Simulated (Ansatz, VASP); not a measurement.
# One calculation of Sc, two programs

```
Sc
1.0
     3.14458    0.00000    0.00000
    -1.57229    2.72329    0.00000
     0.00000    0.00000    4.87609
Sc
2
Direct
  0.33333 0.66667 0.25000
  0.66667 0.33333 0.75000
```

Alike in both runs: task single point; functional PBEsol; k mesh 15 × 15 × 8; collinear spin.

|  | VASP | Ansatz |
| --- | --- | --- |
| version | VASP 6.6.1 | Ansatz 0.2.0 |
| potentials or method | VASP PAW PBE potentials, release 64 (Sc_sv), cutoff 520 eV | all-electron LAPW, scalar-relativistic |
| occupations | methfessel-paxton of order 1, width 0.05 eV | cold, width 0.05 eV |

Ansatz gave:

```
gap on the k mesh at the Fermi level (eV)                     : none
pressure (GPa)                                                : 8.7
traceless stress, the component that is largest in VASP (GPa) : -0.36
net moment per atom (μB)                                      : 0.00
```

Problem. Which values does VASP return?

Solution. gap on the k mesh at the Fermi level (eV): none; pressure (GPa): 8.7; traceless stress, the component that is largest in VASP (GPa): -0.37; net moment per atom (μB): 0.00.

VASP's potentials were made for PBE, not for PBEsol. A gap of «none» marks a metal or a gap that the smearing closes. Ansatz ran all-electron here, and VASP with PAW potentials. Ansatz's warnings: no starting moments, stability check not made.
